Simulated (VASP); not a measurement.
Crystal: ZrC.

```
Zr C
1.0
    -2.56707    0.00147   -2.54909
    -2.45876   -4.96293    2.44373
    -2.64837    5.14960    2.62746
Zr C
4 4
Cartesian
  -2.4589 -2.4860 2.4325
  -2.5294 0.0687 0.1038
  -5.1129 0.1733 2.6247
  -2.6361 2.5085 2.5787
  -3.7462 -3.8491 1.1508
  -1.4403 -1.1275 1.1477
  -3.8155 -0.9963 3.6618
  -3.7285 1.4018 1.3946
```

| Item | Value |
| --- | --- |
| Program | VASP 6.6.1 |
| Task | relaxation of cell and atoms |
| Functional | PBE |
| Potentials or basis | VASP PAW PBE potentials, release 64 (Zr_sv, C) |
| Cutoff | 600 eV |
| k mesh | 4 × 2 × 2 |
| Occupations | gaussian, width 0.1 eV |
| Spin | no spin polarisation |

At the start: pressure 5.3 GPa; volume 16.44 Å³/atom.

Task: How do energy, volume and symmetry change on relaxing?

Result: Over 20 steps the energy falls by 212.4 meV/atom and the volume is 16.46 Å³/atom (+0.1 %); space group P1 (No. 1, to 0.1 Å) before, F-43m (No. 216, to 0.1 Å).

Step by step:
```
step  energy change (eV)  largest force (eV/Å)  pressure (GPa)  volume (Å³)
   1              0.0000                4.6601            5.35       131.56
   2             -1.0149                1.8224           -8.85       142.21
   3             -1.3010                1.3120           -5.89       138.05
   4             -1.5794                0.6869            3.99       128.31
   5             -1.6100                0.7588            1.34       130.49
   6             -1.6611                0.3069           -0.13       131.76
   7             -1.6611                0.3078           -0.14       131.77
   8             -1.6780                0.2047           -0.15       131.79
   9             -1.6843                0.2309           -0.15       131.80
  10             -1.6915                0.1182            0.18       131.50
  11             -1.6922                0.1104            0.32       131.38
  12             -1.6950                0.0840           -0.32       131.96
  13             -1.6950                0.0913           -0.36       132.01
  14             -1.6971                0.0971            0.07       131.63
  15             -1.6972                0.0988            0.12       131.59
  16             -1.6981                0.0487            0.00       131.71
  17             -1.6981                0.0522           -0.02       131.73
  18             -1.6986                0.0350           -0.03       131.74
  19             -1.6987                0.0486           -0.04       131.75
  20             -1.6991                0.0227            0.06       131.65
```

Final structure:
```cif
data_structure
_symmetry_space_group_name_H-M 'P 1'
_symmetry_Int_Tables_number 1
_cell_length_a 3.5715
_cell_length_b 6.2806
_cell_length_c 6.2781
_cell_angle_alpha 110.797
_cell_angle_beta 90.009
_cell_angle_gamma 90.025
_cell_volume 131.65
loop_
_atom_site_label
_atom_site_type_symbol
_atom_site_fract_x
_atom_site_fract_y
_atom_site_fract_z
_atom_site_occupancy
Zr1 Zr 0.00164 0.74974 0.25023 1
Zr2 Zr 0.50041 0.24974 0.25019 1
Zr3 Zr 0.49878 0.74968 0.75009 1
Zr4 Zr 0.99899 0.24973 0.75027 1
C1 C 0.50201 0.87536 0.12482 1
C2 C 0.00050 0.37523 0.12479 1
C3 C 0.99865 0.87536 0.62494 1
C4 C 0.49902 0.37515 0.62467 1
```

Caveat: the k points lie up to 0.54 Å⁻¹ apart in the final cell.
